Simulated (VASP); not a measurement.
# NaF (Fm-3m) in VASP: further runs, part 2 of 2

VASP 6.6.1. Earlier steps stand in the parts before.

**4. Relaxation of cell and atoms, PBE**

This run uses another cell than the first one, of 11.94 Å³/atom, 0.920 times its volume.

Input file INCAR:

```
SYSTEM = NaF
  ALGO = Normal
  EDIFF = 1E-6
  EDIFFG = -0.005
  ENCUT = 600
  GGA = PE
  IBRION = 2
  ISIF = 3
  ISMEAR = 0
  LASPH = .True.
  LCHARG = .False.
  LREAL = .False.
  LWAVE = .False.
  NELM = 60
  NSW = 100
  PREC = Accurate
  SIGMA = 0.02
```

Input file KPOINTS:

```
k-points
0
Gamma
  8 8 8
  0 0 0
```

Input file POSCAR:

```
NaF
1.0
    0.0000000000      2.2858943317      2.2858943317
    2.2858943317      0.0000000000      2.2858943317
    2.2858943317      2.2858943317      0.0000000000
Na F
1 1
Direct
    0.0000000000      0.0000000000      0.0000000000
    0.5000000000      0.5000000000      0.5000000000
```

Potentials or basis: VASP PAW PBE potentials, release 64 (Na_pv, F).

Run with:

```sh
cat potpaw_PBE.64/Na_pv/POTCAR potpaw_PBE.64/F/POTCAR > POTCAR
mpirun -np 1 vasp_std > vasp.out
```

OUTCAR:

```text
SYSTEM = NaF
   EDIFF = 1E-6
   EDIFFG = -0.005
   ENCUT = 600
   GGA = PE
   IBRION = 2
   ISIF = 3
   ISMEAR = 0
   LASPH = .True.
   LREAL = .False.
   NELM = 60
   NSW = 100
   PREC = Accurate

 ion  position               nearest neighbor table
   1  0.000  0.000  0.000-   2 2.29   2 2.29   2 2.29   2 2.29   2 2.29   2 2.29
   2  0.500  0.500  0.500-   1 2.29   1 2.29   1 2.29   1 2.29   1 2.29   1 2.29

  LATTYP: Found a face centered cubic cell.
 ALAT       =     4.5717886634

  Lattice vectors:

 A1 = (   0.0000000000,   2.2858943317,   2.2858943317)
 A2 = (   2.2858943317,   0.0000000000,   2.2858943317)
 A3 = (   2.2858943317,   2.2858943317,   0.0000000000)

Analysis of symmetry for initial positions (statically):
=====================================================================
 Subroutine PRICEL returns:
 Original cell was already a primitive cell.

 Routine SETGRP: Setting up the symmetry group for a
 face centered cubic supercell.

 Subroutine GETGRP returns: Found 48 space group operations
 (whereof 48 operations were pure point group operations)
 out of a pool of 48 trial point group operations.

The static configuration has the point symmetry O_h .

Analysis of symmetry for dynamics (positions and initial velocities):
=====================================================================
 Subroutine PRICEL returns:
 Original cell was already a primitive cell.

 Routine SETGRP: Setting up the symmetry group for a
 face centered cubic supercell.

 Subroutine GETGRP returns: Found 48 space group operations
[... 149 lines left out ...]
  ext. energy  EPLUGINS =         0.00000000
  ---------------------------------------------------
  free energy    TOTEN  =        -8.54210471 eV

  energy without entropy =       -8.54210471  energy(sigma->0) =       -8.54210471

 E-fermi :  -1.7425     XC(G=0):  -9.3500

 val. band max:       -1.9048631302   @ k =   0.0000   0.0000   0.0000
 cond. band min:       4.6215559572   @ k =   0.0000   0.0000   0.0000
 fundamental gap:      6.5264190874
 Fermi energy:        -1.7425229502

 k-point     1 :       0.0000    0.0000    0.0000
  band No.  band energies     occupation
      1     -21.1490      2.00000
      2     -20.7304      2.00000
      3     -20.7304      2.00000
      4     -20.7304      2.00000
      5      -1.9049      2.00000
      6      -1.9049      2.00000
      7      -1.9049      2.00000
      8       4.6216      0.00000
      9      17.3648      0.00000
     10      17.3648      0.00000
     11      17.3648      0.00000
[... 465 lines left out ...]
--------------------------------------- Ionic step        5  -------------------------------------------

 number of electron      14.0000003 magnetization

 Free energy of the ion-electron system (eV)
  ---------------------------------------------------
  ext. energy  EPLUGINS =         0.00000000
  ---------------------------------------------------
  free energy    TOTEN  =        -8.56733111 eV

  energy without entropy =       -8.56733111  energy(sigma->0) =       -8.56733111

 E-fermi :  -2.1474     XC(G=0):  -8.9646

 val. band max:       -2.2549475481   @ k =   0.0000   0.0000   0.0000
 cond. band min:       3.8334856181   @ k =   0.0000   0.0000   0.0000
 fundamental gap:      6.0884331663
 Fermi energy:        -2.1474317465

 k-point     1 :       0.0000    0.0000    0.0000
  band No.  band energies     occupation
      1     -21.3638      2.00000
      2     -21.3224      2.00000
      3     -21.3224      2.00000
      4     -21.3224      2.00000
      5      -2.2549      2.00000
      6      -2.2549      2.00000
      7      -2.2549      2.00000
      8       3.8335      0.00000
      9      16.4340      0.00000
     10      16.4340      0.00000
     11      16.4340      0.00000
[... 351 lines left out ...]
  FREE ENERGIE OF THE ION-ELECTRON SYSTEM (eV)
  ---------------------------------------------------
  free  energy   TOTEN  =        -8.5673311099 eV

  energy  without entropy=       -8.5673311099  energy(sigma->0) =       -8.56733111

 reached required accuracy - stopping structural energy minimisation
```

Wall time 14 s (1 thread of Intel Xeon 6975P-C (Granite Rapids), shared host); peak memory 0.15 GiB.

Results:

```yaml
Free_energy: -8.5673 eV
Relaxed_volume: 12.95 Å³/atom
Relaxed_cell: a = 3.321 Å, b = 3.321 Å, c = 3.321 Å, α = 60.00°, β = 60.00°, γ = 60.00°
Space_group_after_relaxing_to_0.05_Å: Fm-3m (No. 225)
Energy_gained_by_relaxing: 12.6 meV/atom
Ionic_steps: 5
Pressure_after_relaxing: -0.1 GPa
Band_gap_on_the_k_mesh: 6.09 eV, direct
```

Step by step:
| step | energy change (eV) | largest force (eV/Å) | pressure (GPa) | volume (Å³) |
| --- | --- | --- | --- | --- |
| 1 | 0.0000 | 0.0000 | 4.34 | 23.89 |
| 2 | -0.0209 | 0.0000 | 1.67 | 25.03 |
| 3 | -0.0250 | 0.0000 | -0.45 | 26.09 |
| 4 | -0.0252 | 0.0000 | 0.10 | 25.86 |
| 5 | -0.0252 | 0.0000 | -0.06 | 25.90 |

Final structure:
```
CELL_PARAMETERS angstrom
0.00000 2.34827 2.34827
2.34827 0.00000 2.34827
2.34827 2.34827 0.00000
ATOMIC_POSITIONS crystal
Na 0.00000 0.00000 0.00000
F 0.50000 0.50000 0.50000
```

Expect the measured gap to be larger: semilocal functionals such as PBE lack the derivative discontinuity.

**5. Relaxation of cell and atoms, PBE**

Input file INCAR:

```
SYSTEM = NaF
PREC = Accurate
ENCUT = 600
EDIFF = 1E-7
ISMEAR = 0
SIGMA = 0.02
LREAL = .False.
LASPH = .True.
NELM = 80
ALGO = Normal
ISIF = 3
LWAVE = .False.
LCHARG = .False.
GGA = PE
IBRION = 2
NSW = 100
EDIFFG = -0.005
```

Input file KPOINTS:

```
regular mesh
0
Gamma
  8 8 8
  0 0 0
```

Input file POSCAR:

```
NaF
1.0
    0.0000000000      2.3499911814      2.3499911814
    2.3499911814      0.0000000000      2.3499911814
    2.3499911814      2.3499911814      0.0000000000
Na F
1 1
Direct
    0.0000000000      0.0000000000      0.0000000000
    0.5000000000      0.5000000000      0.5000000000
```

Potentials or basis: VASP PAW PBE potentials, release 64 (Na_pv, F).

Run with:

```sh
cat potpaw_PBE.64/Na_pv/POTCAR potpaw_PBE.64/F/POTCAR > POTCAR
mpirun -np 1 vasp_std > vasp.out
```

OUTCAR:

```text
SYSTEM = NaF
   PREC = Accurate
   ENCUT = 600
   EDIFF = 1E-7
   ISMEAR = 0
   LREAL = .False.
   LASPH = .True.
   NELM = 80
   ISIF = 3
   GGA = PE
   IBRION = 2
   NSW = 100
   EDIFFG = -0.005

 ion  position               nearest neighbor table
   1  0.000  0.000  0.000-
   2  0.500  0.500  0.500-

  LATTYP: Found a face centered cubic cell.
 ALAT       =     4.6999823628

  Lattice vectors:

 A1 = (   0.0000000000,   2.3499911814,   2.3499911814)
 A2 = (   2.3499911814,   0.0000000000,   2.3499911814)
 A3 = (   2.3499911814,   2.3499911814,   0.0000000000)

Analysis of symmetry for initial positions (statically):
=====================================================================
 Subroutine PRICEL returns:
 Original cell was already a primitive cell.

 Routine SETGRP: Setting up the symmetry group for a
 face centered cubic supercell.

 Subroutine GETGRP returns: Found 48 space group operations
 (whereof 48 operations were pure point group operations)
 out of a pool of 48 trial point group operations.

The static configuration has the point symmetry O_h .

[... 168 lines left out ...]
  -------------------------------------------------------------------------------------
  Total       -0.0315624     -0.0315624     -0.0315624      0.0000000      0.0000000     -0.0000000
  in kB       -1.9482796     -1.9482796     -1.9482796      0.0000000      0.0000000     -0.0000000
  external PRESSURE =      -1.9482796 kB  Pullay stress =       0.0000000 kB
[... 59 lines left out ...]
--------------------------------------- Ionic step        3  -------------------------------------------

 number of electron      14.0000003 magnetization

 Free energy of the ion-electron system (eV)
  ---------------------------------------------------
  ext. energy  EPLUGINS =         0.00000000
  ---------------------------------------------------
  free energy    TOTEN  =        -8.57126471 eV

  energy without entropy =       -8.57126471  energy(sigma->0) =       -8.57126471

 E-fermi :  -2.1395     XC(G=0):  -8.9685

 val. band max:       -2.2524526084   @ k =   0.0000   0.0000   0.0000
 cond. band min:       3.8424695738   @ k =   0.0000   0.0000   0.0000
 fundamental gap:      6.0949221822
 Fermi energy:        -2.1395035482

 k-point     1 :       0.0000    0.0000    0.0000
  band No.  band energies     occupation
      1     -21.3622      2.00000
      2     -21.3163      2.00000
      3     -21.3163      2.00000
      4     -21.3163      2.00000
      5      -2.2525      2.00000
      6      -2.2525      2.00000
      7      -2.2525      2.00000
      8       3.8425      0.00000
      9      16.4447      0.00000
     10      16.4447      0.00000
     11      16.4447      0.00000
[... 309 lines left out ...]
 k-point    24 :      -0.3750    0.2500    0.1250
  band No.  band energies     occupation
      1     -21.8836      2.00000
      2     -21.3638      2.00000
      3     -21.3434      2.00000
      4     -20.6468      2.00000
      5      -3.4920      2.00000
      6      -2.7971      2.00000
      7      -2.5673      2.00000
      8       9.2794      0.00000
      9      10.1512      0.00000
     10      14.4613      0.00000
     11      16.2671      0.00000

 [... further k-points ...]
[... 5 lines left out ...]
  --------------------------------------------------------------------------------------
  -------------------------------------------------------------------------------------
  Total       -0.0082343     -0.0082343     -0.0082343      0.0000000     -0.0000000      0.0000000
  in kB       -0.5098871     -0.5098871     -0.5098871      0.0000000     -0.0000000      0.0000000
  external PRESSURE =      -0.5098871 kB  Pullay stress =       0.0000000 kB
[... 17 lines left out ...]
  FREE ENERGIE OF THE ION-ELECTRON SYSTEM (eV)
  ---------------------------------------------------
  free  energy   TOTEN  =        -8.5712647103 eV

  energy  without entropy=       -8.5712647103  energy(sigma->0) =       -8.57126471

 reached required accuracy - stopping structural energy minimisation
```

It took 9.6 s on 1 thread of Intel Xeon 6975P-C (Granite Rapids), shared host; peak memory 0.15 GiB.

Results:

```yaml
Free_energy: -8.5713 eV
Relaxed_volume: 12.94 Å³/atom
Relaxed_cell: a = 3.320 Å, b = 3.320 Å, c = 3.320 Å, α = 60.00°, β = 60.00°, γ = 60.00°
Space_group_after_relaxing_to_0.05_Å: Fm-3m (No. 225)
Energy_gained_by_relaxing: 0.0 meV/atom
Ionic_steps: 3
Pressure_after_relaxing: -0.1 GPa
Band_gap_on_the_k_mesh: 6.09 eV, direct
```

Final structure:
```
Na F
1.0
     0.00000    2.34753    2.34753
     2.34753    0.00000    2.34753
     2.34753    2.34753    0.00000
Na F
1 1
Direct
  0.00000 0.00000 0.00000
  0.50000 0.50000 0.50000
```

**6. Overview**

| task | cell | cutoff (eV) | gap on the mesh (eV) | pressure (GPa) | relaxed volume (Å³/atom) |
| --- | --- | --- | --- | --- | --- |
| single point | a = 3.323 Å, angles 60.0°, 2 atoms | 520 | 6.08 | -0.1 | - |
| relaxation of cell and atoms | relaxed from a = 3.233 Å, angles 60.0°, 2 atoms | 600 | 6.09 | -0.1 | 12.95 |
| relaxation of cell and atoms | relaxed from a = 3.323 Å, angles 60.0°, 2 atoms | 600 | 6.09 | -0.1 | 12.94 |

Alike in all rows: level PBE; potentials or basis VASP PAW PBE potentials, release 64 (Na_pv, F); no spin polarisation; k mesh 8 × 8 × 8; smearing gaussian 0.02 eV.

Total energies depend on the potentials used, so only differences within one code and one set of settings carry meaning.
